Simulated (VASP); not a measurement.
# HRh8 in VASP: notebook

The runs below take HRh8 through single point, with PBE+D3(BJ).

Program: VASP 6.6.1. These are calculated values, not measurements. Logs are shortened: lines on timing, memory, paths and dates and some standing lists are left out, and cuts for length are marked.

## (1) The cell of the first run

The cell holds a slab with vacuum, 9 atoms: a = 5.365 Å, b = 3.794 Å, c = 21.240 Å, α = 90.00°, β = 90.00°, γ = 90.00°.

## (2) Single point, PBE+D3(BJ)

The input, INCAR:

```
SYSTEM = HRh8
PREC = Accurate
ENCUT = 520
EDIFF = 1E-7
ISMEAR = 0
SIGMA = 0.1
LREAL = .FALSE.
LASPH = .TRUE.
NELM = 60
ALGO = Normal
ISIF = 2
LWAVE = .FALSE.
LCHARG = .TRUE.
LDIPOL = .TRUE.
IDIPOL = 3
DIPOL = 0.5 0.5 0.310
GGA = PE
IVDW = 12
LELF = .TRUE.
LVHAR = .TRUE.
LVACPOTAV = .TRUE.
NBANDS = 70
```

The input, KPOINTS:

```
regular mesh
0
G
  5 7 1
  0 0 0
```

The input, POSCAR:

```
HRh8
1.0
    5.3650160441      0.0000000000      0.0000000000
    0.0000000000      3.7936392259      0.0000000000
    0.0000000000      0.0000000000     21.2400770646
Rh H
8 1
Direct
    0.2500000000      0.5000000000      0.1883232338
    0.7500000000      0.5000000000      0.1883232338
    0.0000000000      0.0000000000      0.2514705570
    0.5000000000      0.0000000000      0.2514705570
    0.2500000000      0.5000000000      0.3153506346
    0.7500000000      0.5000000000      0.3153506346
    0.0000000000      0.0000000000      0.3738252475
    0.5000000000      0.0000000000      0.3738252475
    0.0000000000      0.2500000000      0.5291919154
```

Potentials or basis: VASP PAW PBE potentials, release 64 (Rh_pv, H).

The run is started by

```
cat potpaw_PBE.64/Rh_pv/POTCAR potpaw_PBE.64/H/POTCAR > POTCAR
mpirun -np 1 vasp_std > vasp.out
```

OUTCAR:

```text
SYSTEM = HRh8
   PREC = Accurate
   ENCUT = 520
   EDIFF = 1E-7
   ISMEAR = 0
   LREAL = .FALSE.
   LASPH = .TRUE.
   NELM = 60
   ISIF = 2
   GGA = PE
   IVDW = 12
 IVDW          = 12

 ion  position               nearest neighbor table
   1  0.250  0.500  0.188-   2 2.68   2 2.68   4 2.68   3 2.68   4 2.68   3 2.68   5 2.70
   2  0.750  0.500  0.188-   1 2.68   1 2.68   4 2.68   3 2.68   4 2.68   3 2.68   6 2.70
   3  0.000  0.000  0.251-   7 2.60   4 2.68   4 2.68   2 2.68   1 2.68   2 2.68   1 2.68   5 2.69
                             5 2.69   6 2.69   6 2.69
   4  0.500  0.000  0.251-   8 2.60   3 2.68   3 2.68   2 2.68   1 2.68   2 2.68   1 2.68   5 2.69
                             5 2.69   6 2.69   6 2.69
   5  0.250  0.500  0.315-   7 2.63   8 2.63   7 2.63   8 2.63   6 2.68   6 2.68   4 2.69   4 2.69
                             3 2.69   3 2.69   1 2.70
   6  0.750  0.500  0.315-   7 2.63   8 2.63   7 2.63   8 2.63   5 2.68   5 2.68   4 2.69   4 2.69
                             3 2.69   3 2.69   2 2.70
   7  0.000  0.000  0.374-   3 2.60   5 2.63   6 2.63   5 2.63   6 2.63   8 2.68   8 2.68
   8  0.500  0.000  0.374-   4 2.60   5 2.63   6 2.63   5 2.63   6 2.63   7 2.68   7 2.68
   9  0.000  0.250  0.529-

  LATTYP: Found a simple orthorhombic cell.
 ALAT       =     3.7936392259
 B/A-ratio  =     1.4142135624
 C/A-ratio  =     5.5988658383

  Lattice vectors:

 A1 = (   0.0000000000,  -3.7936392259,   0.0000000000)
 A2 = (   5.3650160441,   0.0000000000,   0.0000000000)
 A3 = (   0.0000000000,   0.0000000000,  21.2400770646)

Analysis of symmetry for initial positions (statically):
=====================================================================
 Subroutine PRICEL returns:
 Original cell was already a primitive cell.

 Routine SETGRP: Setting up the symmetry group for a
 simple orthorhombic supercell.

 Subroutine GETGRP returns: Found  2 space group operations
 (whereof  2 operations were pure point group operations)
 out of a pool of  8 trial point group operations.

The static configuration has the point symmetry C_1h.

Analysis of symmetry for dynamics (positions and initial velocities):
=====================================================================
 Subroutine PRICEL returns:
 Original cell was already a primitive cell.

 Routine SETGRP: Setting up the symmetry group for a
 simple orthorhombic supercell.

 Subroutine GETGRP returns: Found  2 space group operations
 (whereof  2 operations were pure point group operations)
 out of a pool of  8 trial point group operations.

The dynamic configuration has the point symmetry C_1h.

 Subroutine INISYM returns: Found  2 space group operations
 (whereof  2 operations are pure point group operations),
 and found     1 'primitive' translations

----------------------------------------------------------------------------------------

                                     Primitive cell

  volume of cell :     432.2979

  direct lattice vectors                    reciprocal lattice vectors
     5.365016044  0.000000000  0.000000000     0.186392732  0.000000000  0.000000000
     0.000000000  3.793639226  0.000000000     0.000000000  0.263599130  0.000000000
     0.000000000  0.000000000 21.240077065     0.000000000  0.000000000  0.047080808

  length of vectors
     5.365016044  3.793639226 21.240077065     0.186392732  0.263599130  0.047080808

  position of ions in fractional coordinates (direct lattice)
     0.250000000  0.500000000  0.188323234
     0.750000000  0.500000000  0.188323234
     0.000000000  0.000000000  0.251470557
     0.500000000  0.000000000  0.251470557
     0.250000000  0.500000000  0.315350635
     0.750000000  0.500000000  0.315350635
     0.000000000  0.000000000  0.373825248
     0.500000000  0.000000000  0.373825248
     0.000000000  0.250000000  0.529191915

  ion indices of the primitive-cell ions
   primitive index   ion index
                 1           1
                 2           2
                 3           3
                 4           4
                 5           5
                 6           6
                 7           7
                 8           8
                 9           9

----------------------------------------------------------------------------------------

 KPOINTS: regular mesh

Automatic generation of k-mesh.
 Grid dimensions read from file:
 generate k-points for:    5    7    1

 Generating k-lattice:

  Cartesian coordinates                     Fractional coordinates (reciprocal lattice)
     0.037278546  0.000000000  0.000000000     0.200000000  0.000000000  0.000000000
     0.000000000  0.037657019  0.000000000     0.000000000  0.142857143  0.000000000
     0.000000000  0.000000000  0.047080808     0.000000000  0.000000000  1.000000000

  Length of vectors
     0.037278546  0.037657019  0.047080808

  Shift w.r.t. Gamma in fractional coordinates (k-lattice)
     0.000000000  0.000000000  0.000000000

 Subroutine IBZKPT returns following result:
 ===========================================

 Found     12 irreducible k-points:

 Following reciprocal coordinates:
            Coordinates               Weight
  0.000000  0.000000  0.000000      1.000000
  0.200000  0.000000  0.000000      2.000000
  0.400000  0.000000  0.000000      2.000000
  0.000000  0.142857  0.000000      2.000000
  0.200000  0.142857  0.000000      4.000000
  0.400000  0.142857  0.000000      4.000000
  0.000000  0.285714  0.000000      2.000000
  0.200000  0.285714  0.000000      4.000000
  0.400000  0.285714  0.000000      4.000000
  0.000000  0.428571  0.000000      2.000000
  0.200000  0.428571  0.000000      4.000000
  0.400000  0.428571  0.000000      4.000000
   k-points           NKPTS =     12   k-points in BZ     NKDIM =     12   number of bands    NBANDS=     70
   number of dos      NEDOS =    301   number of ions     NIONS =      9
   total plane-waves  NPLWV = 179200
   dimension x,y,z NGX =    40 NGY =   28 NGZ =  160
   dimension x,y,z NGXF=    80 NGYF=   56 NGZF=  320
   ions per type =               8   1
   NGX,Y,Z   is equivalent  to a cutoff of  12.39, 12.27, 12.52 a.u.
   NGXF,Y,Z  is equivalent  to a cutoff of  24.79, 24.54, 25.05 a.u.
 SYSTEM =  HRh8
   PREC   = accura    normal or accurate (medium, high low for compatibility)
   ISTART =      0    job   : 0-new  1-cont  2-samecut
   ICHARG =      2    charge: 1-file 2-atom 10-const
   ISPIN  =      1    spin polarized calculation?
   LNONCOLLINEAR =      F non collinear calculations
   LSORBIT =      F    spin-orbit coupling
   LASPH  =      T    aspherical Exc in radial PAW
   ENCUT  =  520.0 eV  38.22 Ry    6.18 a.u.   9.98  7.05 39.49*2*pi/ulx,y,z
   NELM   =     60;   NELMIN=  2; NELMDL= -5     # of ELM steps
   EDIFF  = 0.1E-06   stopping-criterion for ELM
   LREAL  =      F    real-space projection
   EDIFFG = 0.1E-05   stopping-criterion for IOM
   NSW    =      0    number of steps for IOM
   IBRION =     -1    ionic relax: 0-MD 1-quasi-New 2-CG
   NFREE  =      0    steps in history (QN), initial steepest desc. (CG)
   ISIF   =      2    stress and relaxation
   ISYM   =      2    0-nonsym 1-usesym 2-fastsym
   POTIM  = 0.5000    time-step for ionic-motion
   TEBEG  =    0.0;   TEEND  =   0.0 temperature during run
   PSTRESS=    0.0 pullay stress
   NELECT =     121.0000    total number of electrons
   NUPDOWN=      -1.0000    fix difference up-down
   EMIN   =  10.00;   EMAX   =-10.00  energy-range for DOS
   EFERMI =   0.00;   METHOD = LEGACY
   ISMEAR =     0;   SIGMA  =   0.10  broadening in eV -4-tet -1-fermi 0-gaus
   EFERMI_NEDOS =   21; number of points for ismear=-14 and -15
   IALGO  =     38    algorithm
   IMIX   =      4    mixing-type and parameters
     AMIX     =   0.40;   BMIX     =  1.00
     AMIX_MAG =   1.60;   BMIX_MAG =  1.00
  volume/ion in A,a.u.               =      48.03       324.14
  Fermi-wavevector in a.u.,A,eV,Ry     =   1.070884  2.023676 15.603046  1.146792
  Thomas-Fermi vector in A             =   2.206607
   LORBIT       =      0    0 simple, 1 ext, 2 COOP (PROOUT), +10 PAW based schemes
   GGA     = PE    functional components
   LHFCALC =     F    Hartree Fock is set to
   AEXX    =    0.0000 exact exchange contribution
   IVDW    =    12    specifies the selected vdW correction
   LEPSILON=     F    determine dielectric tensor
   LRPA    =     F    only Hartree local field effects (RPA)
 non-spin polarized calculation
 Gauss-broadening in eV      SIGMA  =   0.10
  energy-cutoff  :      520.00
  volume of cell :      432.30
 maximum number of plane-waves:     11681
 NGX is ok and might be reduce to    40
   NGX = 19   NGY = 15   NGZ = 79

 dipolmoment           0.000000      0.000000     -0.001857 electrons x Angstroem

 number of electron     121.0000043 magnetization

 dipolmoment           0.000000      0.000000      0.201311 electrons x Angstroem

 Free energy of the ion-electron system (eV)
  ---------------------------------------------------
  ext. energy  EPLUGINS =         0.00000000
  ---------------------------------------------------
  free energy    TOTEN  =       -52.23572563 eV

  energy without entropy =      -52.12770812  energy(sigma->0) =      -52.18171687

 E-fermi :  -0.9680     XC(G=0):  -4.8791

 val. band max:       -0.9819923322   @ k =   0.2000   0.0000   0.0000
 cond. band min:      -0.9672546955   @ k =   0.4000   0.1429   0.0000
 fundamental gap:      0.0147376367
 Fermi energy:        -0.9679544064

 k-point     1 :       0.0000    0.0000    0.0000
  band No.  band energies     occupation
      1     -47.9402      2.00000
      2     -47.8860      2.00000
      3     -47.8783      2.00000
      4     -47.6663      2.00000
      5     -47.6354      2.00000
      6     -47.5672      2.00000
[... 62 lines left out ...]
     69       2.3030      0.00000
     70       2.3693      0.00000
[... 801 lines left out ...]
     69       1.5386      0.00000
     70       1.6609      0.00000

------------------------ aborting loop because EDIFF is reached ----------------------------------------

 Edisp (eV)   -3.09449

 E8    (eV) :    -1.4552

  FORCE on cell =-STRESS in cart. coord.  units (eV):
  Direction    XX          YY          ZZ          XY          YZ          ZX
  --------------------------------------------------------------------------------------
  -------------------------------------------------------------------------------------
  Total      -8.81626    -6.54209    -4.17864     0.00000    -0.49134     0.00000
  in kB     -32.67472   -24.24623   -15.48684     0.00000    -1.82100     0.00000
  external pressure =      -24.14 kB  Pullay stress =        0.00 kB

 VOLUME and BASIS-vectors are now :
 -----------------------------------------------------------------------------
  energy-cutoff  :      520.00
  volume of cell :      432.30
      direct lattice vectors                 reciprocal lattice vectors
     5.365016044  0.000000000  0.000000000     0.186392732  0.000000000  0.000000000
     0.000000000  3.793639226  0.000000000     0.000000000  0.263599130  0.000000000
     0.000000000  0.000000000 21.240077065     0.000000000  0.000000000  0.047080808

 POSITION                                       TOTAL-FORCE (eV/Angst)
 -----------------------------------------------------------------------------------
      1.34125      1.89682      4.00000        -0.019905      0.009309      0.618190
      4.02376      1.89682      4.00000         0.019905      0.009309      0.618190
      0.00000      0.00000      5.34125         0.000000     -0.014886     -0.598673
      2.68251      0.00000      5.34125         0.000000      0.001250     -0.465919
      1.34125      1.89682      6.69807        -0.005932      0.001953     -0.097553
      4.02376      1.89682      6.69807         0.005932      0.001953     -0.097553
      0.00000      0.00000      7.94008         0.000000      0.130459      0.626400
      2.68251      0.00000      7.94008         0.000000     -0.003404      0.075270
      0.00000      0.94841     11.24008         0.000000     -0.135945     -0.678353
 -----------------------------------------------------------------------------------
    total drift:                               -0.000000     -0.000019      0.000524

  FREE ENERGIE OF THE ION-ELECTRON SYSTEM (eV)
  ---------------------------------------------------
  free  energy   TOTEN  =       -55.3302116261 eV

  energy  without entropy=      -55.2221941132  energy(sigma->0) =      -55.27620287

 vacuum level on the upper side and lower side of the slab         5.427         3.638
```

Wall time 23 min (1 thread of Oxide Virtual Turin-like, shared host); peak memory 0.52 GiB.

Results:

* Free energy: -55.3302 eV
* Largest force: 0.692 eV/Å
* Band gap on the k mesh: zero (an odd number of electrons rules out a gap without spin polarisation)
* Dispersion energy per atom: -0.344 eV

Forces on the atoms (eV/Å):
```
Rh  -0.020  0.009  0.618
Rh   0.020  0.009  0.618
Rh   0.000 -0.015 -0.599
Rh   0.000  0.001 -0.466
Rh  -0.006  0.002 -0.098
Rh   0.006  0.002 -0.098
Rh   0.000  0.130  0.626
Rh   0.000 -0.003  0.075
H    0.000 -0.136 -0.678
```

## (3) Single point, PBE+D3(BJ)

The input, INCAR:

```
SYSTEM = HRh8
ALGO = Normal
DIPOL = 0.5 0.5 0.310
EDIFF = 1E-7
ENCUT = 520
GGA = PE
IDIPOL = 3
ISIF = 2
ISMEAR = 0
IVDW = 12
LASPH = .TRUE.
LCHARG = .FALSE.
LDIPOL = .TRUE.
LREAL = .FALSE.
LWAVE = .FALSE.
NBANDS = 70
NELM = 60
PREC = Accurate
SIGMA = 0.1
```

The input, KPOINTS:

```
k-points
0
G
  5 7 1
  0 0 0
```

Edit POSCAR of step 2 so:

```diff
@@ -16,2 +16,2 @@
     0.5000000000      0.0000000000      0.3738252475
-    0.0000000000      0.2500000000      0.5291919154
+    0.1666666667      0.0000000000      0.5291919154
```

Potentials or basis: VASP PAW PBE potentials, release 64 (Rh_pv, H).

The run is started by

```
cat potpaw_PBE.64/Rh_pv/POTCAR potpaw_PBE.64/H/POTCAR > POTCAR
mpirun -np 1 vasp_std > vasp.out
```

It took 15 min on 1 thread of Oxide Virtual Turin-like, shared host; peak memory 0.53 GiB.

The run converged. Its results:

* Free energy: -55.3764 eV
* Largest force: 0.762 eV/Å
* Band gap on the k mesh: zero (an odd number of electrons rules out a gap without spin polarisation)
* Dispersion energy per atom: -0.344 eV

Forces in eV/Å, atoms in the order of the input:
```
Rh  -0.016  0.000  0.610
Rh   0.013  0.000  0.625
Rh  -0.009  0.000 -0.570
Rh   0.012  0.000 -0.470
Rh  -0.018  0.000 -0.126
Rh   0.010  0.000 -0.114
Rh   0.197  0.000  0.573
Rh  -0.142  0.000  0.233
H   -0.047  0.000 -0.761
```

Levels at points of the mesh, in eV from the Fermi level:
```csv
k point,band 55,band 56,band 57,band 58,band 59,band 60,band 61,band 62,band 63,band 64
"(0.00, 0.00, 0.00)",-0.37,-0.35,-0.06,-0.04,0.00,0.09,0.17,0.30,0.33,0.41
```
